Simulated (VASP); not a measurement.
# SnO2 (Imma) in VASP: single point with r2SCAN

Aim: the single point of SnO2 with r2SCAN.

All numbers are computed with VASP 6.6.1; they aren't measurements. Logs are shortened: lines on timing, memory, paths and dates and some standing lists are left out, and cuts for length are marked.

### Step 1. The cell of the first run

Symmetry: Imma, No. 74, orthorhombic system. The conventional cell has a = 3.599 Å, b = 3.999 Å, c = 10.204 Å, α = 90.00°, β = 90.00°, γ = 90.00°. Within 2.5 Å of Sn (site symmetry mm2) lie 6 O at 1.86 to 2.08 Å. O (site symmetry mm2) has 3 Sn at 2.05 to 2.08 Å and 2 O at 2.56 Å within 2.7 Å. O (site symmetry mm2) has 3 Sn at 1.86 to 2.08 Å and 2 O at 2.41 Å within 2.5 Å.

### Step 2. Single point, r2SCAN (strain -0.1000 x Voigt [0, 1, 0, 0, 0, 0])

File POSCAR:

```
SnO2
1.0
   -1.9995434671      1.7995891204      5.1020851544
    1.9995434671     -1.7995891204      5.1020851544
    1.9995434671      1.7995891204     -5.1020851544
Sn O
2 4
Direct
    0.7500000000      0.2500000000      0.5000000000
    0.0000000000      0.0000000000      0.0000000000
    0.7963663280      0.7963663280      0.0000000000
    0.9536336720      0.4536336720      0.5000000000
    0.2036336720      0.2036336720      0.0000000000
    0.5463663280      0.0463663280      0.5000000000
```

File INCAR.step1:

```
SYSTEM = SnO2
  PREC = Accurate
  ENCUT = 520
  ISMEAR = 0
  SIGMA = 0.05
  LREAL = .False.
  LASPH = .True.
  NELM = 60
  NBANDS = 35
  GGA = PE
  ALGO = Normal
  EDIFF = 1E-4
  LWAVE = .True.
  LCHARG = .False.
```

File INCAR.step2:

```
SYSTEM = SnO2
  PREC = Accurate
  ENCUT = 520
  EDIFF = 1E-6
  ISMEAR = 0
  SIGMA = 0.05
  LREAL = .False.
  LASPH = .True.
  NELM = 60
  ALGO = Normal
  ISIF = 2
  LWAVE = .False.
  LCHARG = .False.
  METAGGA = R2SCAN
  LMIXTAU = .True.
  NBANDS = 35
  ISTART = 1
```

File KPOINTS:

```
Automatic mesh
0
Gamma
  10 10 10
  0 0 0
```

Potentials or basis: VASP PAW PBE potentials, release 64 (Sn_d, O).

Run with:

```sh
> cat potpaw_PBE.64/Sn_d/POTCAR potpaw_PBE.64/O/POTCAR > POTCAR
> cp INCAR.step1 INCAR
> mpirun -np 1 vasp_std > vasp.out
> cp INCAR.step2 INCAR
> mpirun -np 1 vasp_std > vasp.out
```

OUTCAR:

```text
SYSTEM = SnO2
   PREC = Accurate
   ENCUT = 520
   EDIFF = 1E-6
   ISMEAR = 0
   LREAL = .False.
   LASPH = .True.
   NELM = 60
   ISIF = 2
   METAGGA = R2SCAN
   ISTART = 1

 ion  position               nearest neighbor table
   1  0.750  0.250  0.500-   5 1.86   5 1.86   3 2.05   3 2.05   4 2.08   6 2.08   2 3.12   2 3.12
                             2 3.24   2 3.24
   2  0.000  0.000  0.000-   6 1.86   6 1.86   4 2.05   4 2.05   3 2.08   5 2.08   1 3.12   1 3.12
                             1 3.24   1 3.24
   3  0.796  0.796  0.000-   1 2.05   1 2.05   2 2.08
   4  0.954  0.454  0.500-   2 2.05   2 2.05   1 2.08
   5  0.204  0.204  0.000-   1 1.86   1 1.86   2 2.08
   6  0.546  0.046  0.500-   2 1.86   2 1.86   1 2.08

  LATTYP: Found a body centered orthorhombic cell.
 ALAT       =     3.5991782408
 B/A-ratio  =     1.1111111111
 C/A-ratio  =     2.8351389195

  Lattice vectors:

 A1 = (  -1.9995434671,  -1.7995891204,   5.1020851544)
 A2 = (   1.9995434671,   1.7995891204,   5.1020851544)
 A3 = (  -1.9995434671,   1.7995891204,  -5.1020851544)

Analysis of symmetry for initial positions (statically):
=====================================================================
 Subroutine PRICEL returns:
 Original cell was already a primitive cell.

 Routine SETGRP: Setting up the symmetry group for a
 body centered orthorhombic supercell.

 Subroutine GETGRP returns: Found  8 space group operations
 (whereof  4 operations were pure point group operations)
 out of a pool of  8 trial point group operations.

The static configuration has the point symmetry C_2v.
 The point group associated with its full space group is D_2h.

Analysis of symmetry for dynamics (positions and initial velocities):
=====================================================================
 Subroutine PRICEL returns:
 Original cell was already a primitive cell.

 Routine SETGRP: Setting up the symmetry group for a
 body centered orthorhombic supercell.

 Subroutine GETGRP returns: Found  8 space group operations
 (whereof  4 operations were pure point group operations)
 out of a pool of  8 trial point group operations.

The dynamic configuration has the point symmetry C_2v.
 The point group associated with its full space group is D_2h.

 Subroutine INISYM returns: Found  8 space group operations
 (whereof  4 operations are pure point group operations),
 and found     1 'primitive' translations

----------------------------------------------------------------------------------------

                                     Primitive cell

  volume of cell :      73.4365

  direct lattice vectors                    reciprocal lattice vectors
    -1.999543467  1.799589120  5.102085154     0.000000000  0.277841200  0.097999148
     1.999543467 -1.799589120  5.102085154     0.250057080  0.000000000  0.097999148
     1.999543467  1.799589120 -5.102085154     0.250057080  0.277841200  0.000000000

  length of vectors
     5.767839110  5.767839110  5.767839110     0.294617659  0.268574712  0.373797104

  position of ions in fractional coordinates (direct lattice)
     0.750000000  0.250000000  0.500000000
     0.000000000  0.000000000  0.000000000
     0.796366328  0.796366328  0.000000000
     0.953633672  0.453633672  0.500000000
     0.203633672  0.203633672  0.000000000
     0.546366328  0.046366328  0.500000000

  ion indices of the primitive-cell ions
   primitive index   ion index
                 1           1
                 2           2
                 3           3
                 4           4
                 5           5
                 6           6

----------------------------------------------------------------------------------------

 KPOINTS: Automatic mesh

Automatic generation of k-mesh.
 Grid dimensions read from file:
 generate k-points for:   10   10   10

 Generating k-lattice:

  Cartesian coordinates                     Fractional coordinates (reciprocal lattice)
     0.000000000  0.027784120  0.009799915     0.100000000  0.000000000  0.000000000
     0.025005708  0.000000000  0.009799915     0.000000000  0.100000000  0.000000000
     0.025005708  0.027784120  0.000000000     0.000000000  0.000000000  0.100000000

  Length of vectors
     0.029461766  0.026857471  0.037379710

  Shift w.r.t. Gamma in fractional coordinates (k-lattice)
     0.000000000  0.000000000  0.000000000

 Subroutine IBZKPT returns following result:
 ===========================================

 Found    171 irreducible k-points:

 Following reciprocal coordinates:
            Coordinates               Weight
  0.000000  0.000000  0.000000      1.000000
  0.100000 -0.000000  0.000000      4.000000
  0.200000 -0.000000  0.000000      4.000000
  0.300000  0.000000 -0.000000      4.000000
  0.400000  0.000000  0.000000      4.000000
  0.500000 -0.000000  0.000000      2.000000
[... 16 lines left out ...]
 -0.400000  0.200000  0.000000      8.000000
 -0.300000  0.200000  0.000000      8.000000
 [... further k-points ...]
   k-points           NKPTS =    171   k-points in BZ     NKDIM =    171   number of bands    NBANDS=     35
   number of dos      NEDOS =    301   number of ions     NIONS =      6
   total plane-waves  NPLWV = 110592
   dimension x,y,z NGX =    48 NGY =   48 NGZ =   48
   dimension x,y,z NGXF=    96 NGYF=   96 NGZF=   96
   ions per type =               2   4
   NGX,Y,Z   is equivalent  to a cutoff of  13.83, 13.83, 13.83 a.u.
   NGXF,Y,Z  is equivalent  to a cutoff of  27.67, 27.67, 27.67 a.u.
 SYSTEM =  SnO2
   PREC   = accura    normal or accurate (medium, high low for compatibility)
   ISTART =      1    job   : 0-new  1-cont  2-samecut
   ICHARG =      0    charge: 1-file 2-atom 10-const
   ISPIN  =      1    spin polarized calculation?
   LNONCOLLINEAR =      F non collinear calculations
   LSORBIT =      F    spin-orbit coupling
   LASPH  =      T    aspherical Exc in radial PAW
   ENCUT  =  520.0 eV  38.22 Ry    6.18 a.u.  10.72 10.72 10.72*2*pi/ulx,y,z
   NELM   =     60;   NELMIN=  2; NELMDL=  0     # of ELM steps
   EDIFF  = 0.1E-05   stopping-criterion for ELM
   LREAL  =      F    real-space projection
   EDIFFG = 0.1E-04   stopping-criterion for IOM
   NSW    =      0    number of steps for IOM
   IBRION =     -1    ionic relax: 0-MD 1-quasi-New 2-CG
   NFREE  =      0    steps in history (QN), initial steepest desc. (CG)
   ISIF   =      2    stress and relaxation
   ISYM   =      2    0-nonsym 1-usesym 2-fastsym
   POTIM  = 0.5000    time-step for ionic-motion
   TEBEG  =    0.0;   TEEND  =   0.0 temperature during run
   PSTRESS=    0.0 pullay stress
   NELECT =      52.0000    total number of electrons
   NUPDOWN=      -1.0000    fix difference up-down
   EMIN   =  10.00;   EMAX   =-10.00  energy-range for DOS
   EFERMI =   0.00;   METHOD = LEGACY
   ISMEAR =     0;   SIGMA  =   0.05  broadening in eV -4-tet -1-fermi 0-gaus
   EFERMI_NEDOS =   21; number of points for ismear=-14 and -15
   IALGO  =     38    algorithm
   IMIX   =      4    mixing-type and parameters
     AMIX     =   0.40;   BMIX     =  1.00
     AMIX_MAG =   1.60;   BMIX_MAG =  1.00
  volume/ion in A,a.u.               =      12.24        82.60
  Fermi-wavevector in a.u.,A,eV,Ry     =   1.459168  2.757428 28.969136  2.129171
  Thomas-Fermi vector in A             =   2.575767
   LORBIT       =      0    0 simple, 1 ext, 2 COOP (PROOUT), +10 PAW based schemes
   METAGGA = R2SCAN    functional components
   LHFCALC =     F    Hartree Fock is set to
   AEXX    =    0.0000 exact exchange contribution
   IVDW    =     0    specifies the selected vdW correction
   LEPSILON=     F    determine dielectric tensor
   LRPA    =     F    only Hartree local field effects (RPA)
 non-spin polarized calculation
 Gauss-broadening in eV      SIGMA  =   0.05
  energy-cutoff  :      520.00
  volume of cell :       73.44
 maximum number of plane-waves:      1994
 NGX is ok and might be reduce to    48
   NGX = 21   NGY = 21   NGZ = 21

 number of electron      52.0000001 magnetization

 Free energy of the ion-electron system (eV)
  ---------------------------------------------------
  ext. energy  EPLUGINS =         0.00000000
  ---------------------------------------------------
  free energy    TOTEN  =       -82.63430983 eV

  energy without entropy =      -82.63430983  energy(sigma->0) =      -82.63430983

 E-fermi :   5.1517     XC(G=0): -11.6621

 val. band max:        4.9538331974   @ k =   0.5000   0.5000   0.5000
 cond. band min:       8.2981399029   @ k =   0.0000   0.0000   0.0000
 fundamental gap:      3.3443067055
 Fermi energy:         5.1517455910

 k-point     1 :       0.0000    0.0000    0.0000
  band No.  band energies     occupation
      1     -17.1522      2.00000
      2     -17.0624      2.00000
      3     -15.7861      2.00000
      4     -15.0846      2.00000
      5     -15.0312      2.00000
      6     -14.8498      2.00000
[... 27 lines left out ...]
     34      18.8766      0.00000
     35      19.7244      0.00000

 k-point     2 :       0.1000   -0.0000    0.0000
  band No.  band energies     occupation
      1     -17.0694      2.00000
      2     -16.9904      2.00000
      3     -15.7900      2.00000
      4     -15.1174      2.00000
      5     -15.0326      2.00000
      6     -14.8755      2.00000
[... 27 lines left out ...]
     34      18.6736      0.00000
     35      19.1744      0.00000

 k-point     3 :       0.2000   -0.0000    0.0000
  band No.  band energies     occupation
      1     -16.8443      2.00000
      2     -16.7836      2.00000
      3     -15.7980      2.00000
      4     -15.2178      2.00000
      5     -15.0455      2.00000
      6     -14.9011      2.00000
[... 27 lines left out ...]
     34      18.1931      0.00000
     35      18.5051      0.00000

 k-point     4 :       0.3000    0.0000   -0.0000
  band No.  band energies     occupation
      1     -16.5567      2.00000
      2     -16.4696      2.00000
      3     -15.7986      2.00000
      4     -15.3502      2.00000
      5     -15.0678      2.00000
      6     -14.8771      2.00000
[... 27 lines left out ...]
     34      18.2697      0.00000
     35      18.7604      0.00000

 k-point     5 :       0.4000    0.0000    0.0000
  band No.  band energies     occupation
      1     -16.3022      2.00000
      2     -16.1666      2.00000
      3     -15.7689      2.00000
      4     -15.4824      2.00000
      5     -15.0845      2.00000
      6     -14.8860      2.00000
[... 638 lines left out ...]
 k-point    22 :       0.5000    0.2000    0.0000
  band No.  band energies     occupation
      1     -16.1519      2.00000
      2     -16.0458      2.00000
      3     -15.6091      2.00000
      4     -15.4543      2.00000
      5     -15.1288      2.00000
      6     -14.8575      2.00000
[... 27 lines left out ...]
     34      17.4950      0.00000
     35      19.4979      0.00000

 k-point    23 :      -0.4000    0.2000    0.0000
  band No.  band energies     occupation
      1     -16.2512      2.00000
      2     -16.1396      2.00000
      3     -15.6505      2.00000
      4     -15.5033      2.00000
      5     -15.0749      2.00000
      6     -14.8520      2.00000
[... 27 lines left out ...]
     34      17.5883      0.00000
     35      18.6662      0.00000

 k-point    24 :      -0.3000    0.2000    0.0000
  band No.  band energies     occupation
      1     -16.5098      2.00000
      2     -16.4703      2.00000
      3     -15.6606      2.00000
      4     -15.4084      2.00000
      5     -15.0460      2.00000
      6     -14.8461      2.00000
[... 27 lines left out ...]
     34      17.8996      0.00000
     35      18.1977      0.00000

 [... further k-points ...]

------------------------ aborting loop because EDIFF is reached ----------------------------------------

  FORCE on cell =-STRESS in cart. coord.  units (eV):
  Direction    XX          YY          ZZ          XY          YZ          ZX
  --------------------------------------------------------------------------------------
  -------------------------------------------------------------------------------------
  Total        2.3391484     30.4549938      8.9430874      0.0000000      0.0000000      0.0000000
  in kB       51.0336304    664.4421811    195.1129767      0.0000000      0.0000000      0.0000000
  external PRESSURE =     303.5295961 kB  Pullay stress =       0.0000000 kB

 VOLUME and BASIS-vectors are now :
 -----------------------------------------------------------------------------
  energy-cutoff  :      520.00
  volume of cell :       73.44
      direct lattice vectors                 reciprocal lattice vectors
    -1.999543467  1.799589120  5.102085154     0.000000000  0.277841200  0.097999148
     1.999543467 -1.799589120  5.102085154     0.250057080  0.000000000  0.097999148
     1.999543467  1.799589120 -5.102085154     0.250057080  0.277841200  0.000000000

 POSITION                                       TOTAL-FORCE (eV/Angst)
 -----------------------------------------------------------------------------------
      0.00000      1.79959      2.55104         0.000000      0.000000      3.284764
      0.00000      0.00000      0.00000        -0.000000     -0.000000     -3.284764
      0.00000      0.00000      8.12626         0.000000     -0.000000     -0.181661
      0.00000      1.79959      4.62896         0.000000      0.000000      0.181661
      0.00000      0.00000      2.07791         0.000000     -0.000000     -0.746420
      0.00000      1.79959      0.47313        -0.000000      0.000000      0.746420
 -----------------------------------------------------------------------------------
    total drift:                               -0.000000     -0.000000      0.000000

  FREE ENERGIE OF THE ION-ELECTRON SYSTEM (eV)
  ---------------------------------------------------
  free  energy   TOTEN  =       -82.6343098304 eV

  energy  without entropy=      -82.6343098304  energy(sigma->0) =      -82.63430983
```

Run time: 41 min. Hardware: 1 thread of AMD EPYC 9R45 (Zen 5), shared host; peak memory 0.55 GiB.

Results:

```
Free energy            : -82.6343 eV
Pressure               : 30.4 GPa
Largest force          : 3.285 eV/Å
Band gap on the k mesh : 3.34 eV (least direct gap 3.42 eV)
```

Forces in eV/Å, atoms in the order of the input:
```
Sn   0.000  0.000  3.285
Sn   0.000  0.000 -3.285
O    0.000  0.000 -0.182
O    0.000  0.000  0.182
O    0.000  0.000 -0.746
O    0.000  0.000  0.746
```

Stress tensor (GPa, compression positive):
```
 5.10  0.00  0.00
 0.00 66.44  0.00
 0.00  0.00 19.51
```

Caveat: the cell differs from its parent crystal (strain -0.1000 x Voigt [0, 1, 0, 0, 0, 0]); the stress differs along the axes, from 5 to 66 GPa; the PAW data sets were made with another functional, which shifts forces and pressure a little; spin-orbit coupling is left out, which moves the levels of the heavy elements.
